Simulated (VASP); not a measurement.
Wanted: the native input for a VASP 6.6.1 run.

| Property | Result |
| --- | --- |
| Task | single point |
| Functional | PBE |
| Potentials or basis | VASP PAW PBE potentials, release 64 (W_sv, O) |
| Cutoff | 520 eV |
| k mesh | 8 × 8 × 1 |
| Occupations | gaussian, width 0.1 eV |
| Spin | no spin polarisation |
| Dipole correction | yes |
| Further INCAR settings | ALGO = Normal; EDIFF = 1e-06; NBANDS = 39 |

The structure of W4O lies in POSCAR:

```
W4O
1.0
    3.1836991688      0.0000000000      0.0000000000
    0.0000000000      3.1836991688      0.0000000000
    0.0000000000      0.0000000000     20.1425775749
W O
4 1
Direct
    0.5000000000      0.5000000000      0.1985843165
    0.0000000000      0.0000000000      0.2776134069
    0.5000000000      0.5000000000      0.3599451800
    0.0000000000      0.0000000000      0.4290700901
    0.0000000000      0.1250000000      0.5122747808
```

The input as run:

INCAR

```
  PREC = Accurate
  ENCUT = 520
  EDIFF = 1E-6
  ISMEAR = 0
  SIGMA = 0.1
  LREAL = F
  LASPH = T
  NELM = 60
  ALGO = Normal
  ISIF = 2
  LWAVE = F
  LCHARG = F
  LDIPOL = T
  IDIPOL = 3
  DIPOL = 0.5 0.5 0.355
  GGA = PE
  NBANDS = 39
```

KPOINTS

```
regular mesh
0
Gamma
  8 8 1
```

Potentials or basis: VASP PAW PBE potentials, release 64 (W_sv, O).

The run is started by

```bash
$ cat potpaw_PBE.64/W_sv/POTCAR potpaw_PBE.64/O/POTCAR > POTCAR
$ mpirun -np 1 vasp_std > vasp.out
```

It gave:

```
Largest force          : 2.449 eV/Å
Band gap on the k mesh : zero (bands 31 and 32 overlap by 2.10 eV)
```

Caveat: spin-orbit coupling is left out, which moves the levels of the heavy elements.

Wall time 5.6 min on 1 thread of Intel(R) Xeon(R) Platinum 8124M CPU @ 3.00GHz (Skylake/Cascade Lake), with other jobs on the host, peak memory 0.37 GiB.
